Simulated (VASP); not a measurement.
# Ti (P6_3/mmc) in VASP: further runs

The runs below take Ti through single point, with r2SCAN.

Everything below comes from runs of VASP 6.6.1. Logs are shortened: lines on timing, memory, paths and dates and some standing lists are left out, and cuts for length are marked.

## 1. The cell of the first run

It takes space group P6_3/mmc (No. 194, hexagonal). The conventional cell has a = 2.950 Å, b = 2.950 Å, c = 4.616 Å, α = 90.00°, β = 90.00°, γ = 120.00°. Within 3.8 Å of Ti (site symmetry -6m2) lie 12 Ti at 2.87 to 2.95 Å.

## 2. Single point, r2SCAN (strain +0.000 along x and y, -0.015 along z)

POSCAR

```
Ti
1.0
    2.9499978604      0.0000000000      0.0000000000
   -1.4749989302      2.5547730882      0.0000000000
    0.0000000000      0.0000000000      4.6157100000
Ti
2
Direct
    0.3333333333      0.6666666667      0.2500000000
    0.6666666667      0.3333333333      0.7500000000
```

INCAR.step1

```
PREC = Accurate
ENCUT = 520
ISMEAR = 0
SIGMA = 0.15
LREAL = F
LASPH = T
NELM = 100
NBANDS = 19
GGA = PE
ALGO = Normal
EDIFF = 1E-4
LWAVE = T
LCHARG = F
```

INCAR.step2

```
PREC = Accurate
ENCUT = 520
EDIFF = 1E-7
ISMEAR = 0
SIGMA = 0.15
LREAL = F
LASPH = T
NELM = 100
ALGO = Normal
ISIF = 2
LWAVE = F
LCHARG = F
METAGGA = R2SCAN
LMIXTAU = T
NBANDS = 19
ISTART = 1
```

KPOINTS

```
Automatic mesh
0
Gamma
  18 18 10
```

Potentials or basis: VASP PAW PBE potentials, release 64 (Ti_sv).

On the command line:

```bash
cat potpaw_PBE.64/Ti_sv/POTCAR > POTCAR
cp INCAR.step1 INCAR
mpirun -np 1 vasp_std > vasp.out
cp INCAR.step2 INCAR
mpirun -np 1 vasp_std > vasp.out
```

OUTCAR:

```text
PREC = Accurate
   ENCUT = 520
   EDIFF = 1E-7
   ISMEAR = 0
   LREAL = F
   LASPH = T
   NELM = 100
   ISIF = 2
   METAGGA = R2SCAN
   ISTART = 1

 ion  position               nearest neighbor table
   1  0.333  0.667  0.250-   2 2.87   2 2.87   2 2.87   2 2.87   2 2.87   2 2.87
   2  0.667  0.333  0.750-   1 2.87   1 2.87   1 2.87   1 2.87   1 2.87   1 2.87

  LATTYP: Found a hexagonal cell.
 ALAT       =     2.9499978604
 C/A-ratio  =     1.5646485924

  Lattice vectors:

 A1 = (   2.9499978604,   0.0000000000,   0.0000000000)
 A2 = (  -1.4749989302,   2.5547730882,   0.0000000000)
 A3 = (   0.0000000000,   0.0000000000,   4.6157100000)

Analysis of symmetry for initial positions (statically):
=====================================================================
 Subroutine PRICEL returns:
 Original cell was already a primitive cell.

 Routine SETGRP: Setting up the symmetry group for a
 hexagonal supercell.

 Subroutine GETGRP returns: Found 24 space group operations
 (whereof 12 operations were pure point group operations)
 out of a pool of 24 trial point group operations.

The static configuration has the point symmetry D_3d.
 The point group associated with its full space group is D_6h.

Analysis of symmetry for dynamics (positions and initial velocities):
=====================================================================
 Subroutine PRICEL returns:
 Original cell was already a primitive cell.

 Routine SETGRP: Setting up the symmetry group for a
 hexagonal supercell.

 Subroutine GETGRP returns: Found 24 space group operations
 (whereof 12 operations were pure point group operations)
 out of a pool of 24 trial point group operations.

The dynamic configuration has the point symmetry D_3d.
 The point group associated with its full space group is D_6h.

 Subroutine INISYM returns: Found 24 space group operations
 (whereof 12 operations are pure point group operations),
 and found     1 'primitive' translations

----------------------------------------------------------------------------------------

                                     Primitive cell

  volume of cell :      34.7866

  direct lattice vectors                    reciprocal lattice vectors
     2.949997860  0.000000000  0.000000000     0.338983297  0.195712098  0.000000000
    -1.474998930  2.554773088  0.000000000     0.000000000  0.391424195  0.000000000
     0.000000000  0.000000000  4.615710000     0.000000000  0.000000000  0.216651393

  length of vectors
     2.949997860  2.949997860  4.615710000     0.391424195  0.391424195  0.216651393

  position of ions in fractional coordinates (direct lattice)
     0.333333333  0.666666667  0.250000000
     0.666666667  0.333333333  0.750000000

  ion indices of the primitive-cell ions
   primitive index   ion index
                 1           1
                 2           2

----------------------------------------------------------------------------------------

 KPOINTS: Automatic mesh

Automatic generation of k-mesh.
 Grid dimensions read from file:
 generate k-points for:   18   18   10

 Generating k-lattice:

  Cartesian coordinates                     Fractional coordinates (reciprocal lattice)
     0.018832405  0.010872894  0.000000000     0.055555556  0.000000000  0.000000000
     0.000000000  0.021745789  0.000000000     0.000000000  0.055555556  0.000000000
     0.000000000  0.000000000  0.021665139     0.000000000  0.000000000  0.100000000

  Length of vectors
     0.021745789  0.021745789  0.021665139

  Shift w.r.t. Gamma in fractional coordinates (k-lattice)
     0.000000000  0.000000000  0.000000000

 Subroutine IBZKPT returns following result:
 ===========================================

 Found    222 irreducible k-points:

 Following reciprocal coordinates:
            Coordinates               Weight
  0.000000  0.000000  0.000000      1.000000
  0.055556  0.000000  0.000000      6.000000
  0.111111  0.000000  0.000000      6.000000
  0.166667  0.000000  0.000000      6.000000
  0.222222 -0.000000  0.000000      6.000000
  0.277778  0.000000  0.000000      6.000000
[... 16 lines left out ...]
  0.333333  0.111111  0.000000     12.000000
  0.388889  0.111111  0.000000     12.000000
 [... further k-points ...]
   k-points           NKPTS =    222   k-points in BZ     NKDIM =    222   number of bands    NBANDS=     19
   number of dos      NEDOS =    301   number of ions     NIONS =      2
   total plane-waves  NPLWV =  20736
   dimension x,y,z NGX =    24 NGY =   24 NGZ =   36
   dimension x,y,z NGXF=    48 NGYF=   48 NGZF=   72
   ions per type =               2
   NGX,Y,Z   is equivalent  to a cutoff of  13.53, 13.53, 12.97 a.u.
   NGXF,Y,Z  is equivalent  to a cutoff of  27.05, 27.05, 25.93 a.u.
 SYSTEM =  unknown system
   PREC   = accura    normal or accurate (medium, high low for compatibility)
   ISTART =      1    job   : 0-new  1-cont  2-samecut
   ICHARG =      0    charge: 1-file 2-atom 10-const
   ISPIN  =      1    spin polarized calculation?
   LNONCOLLINEAR =      F non collinear calculations
   LSORBIT =      F    spin-orbit coupling
   LASPH  =      T    aspherical Exc in radial PAW
   ENCUT  =  520.0 eV  38.22 Ry    6.18 a.u.   5.49  5.49  8.58*2*pi/ulx,y,z
   NELM   =    100;   NELMIN=  2; NELMDL=  0     # of ELM steps
   EDIFF  = 0.1E-06   stopping-criterion for ELM
   LREAL  =      F    real-space projection
   EDIFFG = 0.1E-05   stopping-criterion for IOM
   NSW    =      0    number of steps for IOM
   IBRION =     -1    ionic relax: 0-MD 1-quasi-New 2-CG
   NFREE  =      0    steps in history (QN), initial steepest desc. (CG)
   ISIF   =      2    stress and relaxation
   ISYM   =      2    0-nonsym 1-usesym 2-fastsym
   POTIM  = 0.5000    time-step for ionic-motion
   TEBEG  =    0.0;   TEEND  =   0.0 temperature during run
   PSTRESS=    0.0 pullay stress
   NELECT =      24.0000    total number of electrons
   NUPDOWN=      -1.0000    fix difference up-down
   EMIN   =  10.00;   EMAX   =-10.00  energy-range for DOS
   EFERMI =   0.00;   METHOD = LEGACY
   ISMEAR =     0;   SIGMA  =   0.15  broadening in eV -4-tet -1-fermi 0-gaus
   EFERMI_NEDOS =   21; number of points for ismear=-14 and -15
   IALGO  =     38    algorithm
   IMIX   =      4    mixing-type and parameters
     AMIX     =   0.40;   BMIX     =  1.00
     AMIX_MAG =   1.60;   BMIX_MAG =  1.00
  volume/ion in A,a.u.               =      17.39       117.38
  Fermi-wavevector in a.u.,A,eV,Ry     =   1.446575  2.733631 28.471283  2.092580
  Thomas-Fermi vector in A             =   2.564628
   LORBIT       =      0    0 simple, 1 ext, 2 COOP (PROOUT), +10 PAW based schemes
   METAGGA = R2SCAN    functional components
   LHFCALC =     F    Hartree Fock is set to
   AEXX    =    0.0000 exact exchange contribution
   IVDW    =     0    specifies the selected vdW correction
   LEPSILON=     F    determine dielectric tensor
   LRPA    =     F    only Hartree local field effects (RPA)
 non-spin polarized calculation
 Gauss-broadening in eV      SIGMA  =   0.15
  energy-cutoff  :      520.00
  volume of cell :       34.79
 maximum number of plane-waves:       962
 NGX is ok and might be reduce to    24
   NGX = 11   NGY = 11   NGZ = 17

 number of electron      24.0000006 magnetization

 Free energy of the ion-electron system (eV)
  ---------------------------------------------------
  ext. energy  EPLUGINS =         0.00000000
  ---------------------------------------------------
  free energy    TOTEN  =       -25.91020444 eV

  energy without entropy =      -25.89072696  energy(sigma->0) =      -25.90046570

 E-fermi :   8.3895     XC(G=0): -12.3885

 val. band max:        8.3776702264   @ k =   0.0000   0.0000   0.3000
 cond. band min:       8.3906084132   @ k =   0.1667   0.0000   0.4000
 fundamental gap:      0.0129381869
 Fermi energy:         8.3895043106

 k-point     1 :       0.0000    0.0000    0.0000
  band No.  band energies     occupation
      1     -50.8611      2.00000
      2     -50.7121      2.00000
      3     -26.4305      2.00000
      4     -25.7638      2.00000
      5     -25.7638      2.00000
      6     -25.6800      2.00000
[... 11 lines left out ...]
     18      10.1448      0.00000
     19      11.7544      0.00000

 k-point     2 :       0.0556    0.0000    0.0000
  band No.  band energies     occupation
      1     -50.8580      2.00000
      2     -50.7110      2.00000
      3     -26.4234      2.00000
      4     -25.7778      2.00000
      5     -25.7686      2.00000
      6     -25.6832      2.00000
[... 11 lines left out ...]
     18      10.0923      0.00000
     19      11.7839      0.00000

 k-point     3 :       0.1111    0.0000    0.0000
  band No.  band energies     occupation
      1     -50.8488      2.00000
      2     -50.7078      2.00000
      3     -26.4025      2.00000
      4     -25.8182      2.00000
      5     -25.7823      2.00000
      6     -25.7115      2.00000
[... 11 lines left out ...]
     18      10.0027      0.00000
     19      11.8578      0.00000

 k-point     4 :       0.1667    0.0000    0.0000
  band No.  band energies     occupation
      1     -50.8346      2.00000
      2     -50.7032      2.00000
      3     -26.3691      2.00000
      4     -25.8806      2.00000
      5     -25.8026      2.00000
      6     -25.7743      2.00000
[... 407 lines left out ...]
     18      11.7807      0.00000
     19      12.0980      0.00000

 k-point    23 :       0.3333    0.1111    0.0000
  band No.  band energies     occupation
      1     -50.7529      2.00000
      2     -50.6897      2.00000
      3     -26.1702      2.00000
      4     -26.1524      2.00000
      5     -26.0570      2.00000
      6     -25.9123      2.00000
[... 11 lines left out ...]
     18      12.1235      0.00000
     19      12.2635      0.00000

 k-point    24 :       0.3889    0.1111    0.0000
  band No.  band energies     occupation
      1     -50.7398      2.00000
      2     -50.6911      2.00000
      3     -26.2093      2.00000
      4     -26.1105      2.00000
      5     -26.0816      2.00000
      6     -25.9318      2.00000
[... 11 lines left out ...]
     18      12.1379      0.00000
     19      12.7452      0.00000

 [... further k-points ...]

------------------------ aborting loop because EDIFF is reached ----------------------------------------

  FORCE on cell =-STRESS in cart. coord.  units (eV):
  Direction    XX          YY          ZZ          XY          YZ          ZX
  --------------------------------------------------------------------------------------
  -------------------------------------------------------------------------------------
  Total       -0.1316656     -0.1316656      0.1207758      0.0000000      0.0000000      0.0000000
  in kB       -6.0641579     -6.0641579      5.5626039      0.0000000      0.0000000      0.0000000
  external PRESSURE =      -2.1885706 kB  Pullay stress =       0.0000000 kB

 VOLUME and BASIS-vectors are now :
 -----------------------------------------------------------------------------
  energy-cutoff  :      520.00
  volume of cell :       34.79
      direct lattice vectors                 reciprocal lattice vectors
     2.949997860  0.000000000  0.000000000     0.338983297  0.195712098  0.000000000
    -1.474998930  2.554773088  0.000000000     0.000000000  0.391424195  0.000000000
     0.000000000  0.000000000  4.615710000     0.000000000  0.000000000  0.216651393

 POSITION                                       TOTAL-FORCE (eV/Angst)
 -----------------------------------------------------------------------------------
     -0.00000      1.70318      1.15393        -0.000000     -0.000000      0.000000
      1.47500      0.85159      3.46178         0.000000      0.000000      0.000000
 -----------------------------------------------------------------------------------
    total drift:                                0.000000     -0.000000      0.000000

  FREE ENERGIE OF THE ION-ELECTRON SYSTEM (eV)
  ---------------------------------------------------
  free  energy   TOTEN  =       -25.9102044354 eV

  energy  without entropy=      -25.8907269602  energy(sigma->0) =      -25.90046570
```

It took 7.6 min on 1 thread of Intel Xeon 6975P-C (Granite Rapids), shared host; peak memory 0.24 GiB.

What came out:

* Free energy: -25.9102 eV
* Pressure: -0.2 GPa
* Band gap on the k mesh: zero (bands 12 and 13 overlap by 1.21 eV)

Stress tensor (GPa, compression positive):
```
-0.61  0.00  0.00
 0.00 -0.61  0.00
 0.00  0.00  0.56
```

Levels at points of the mesh, in eV from the Fermi level:
| k point | band 8 | band 9 | band 10 | band 11 | band 12 | band 13 | band 14 | band 15 | band 16 | band 17 |
| --- | --- | --- | --- | --- | --- | --- | --- | --- | --- | --- |
| (0.00, 0.00, 0.00) | -34.04 | -6.62 | -2.86 | 0.67 | 0.84 | 0.84 | 1.04 | 1.39 | 1.40 | 1.76 |
| (0.50, 0.00, 0.00) | -34.11 | -2.54 | -2.29 | -1.92 | -0.90 | 0.55 | 0.74 | 1.31 | 3.49 | 3.73 |
| (0.00, 0.00, 0.50) | -34.10 | -4.66 | -4.66 | 0.11 | 0.11 | 0.74 | 0.74 | 0.74 | 0.74 | 3.02 |
| (0.50, 0.00, 0.50) | -34.21 | -2.68 | -2.68 | -0.85 | -0.85 | 1.22 | 1.22 | 1.86 | 1.86 | 3.64 |

Caveat: the cell differs from its parent crystal (strain +0.000 along x and y, -0.015 along z); the PAW data sets were made with another functional, which shifts forces and pressure a little.

[end of part 1 of 2]
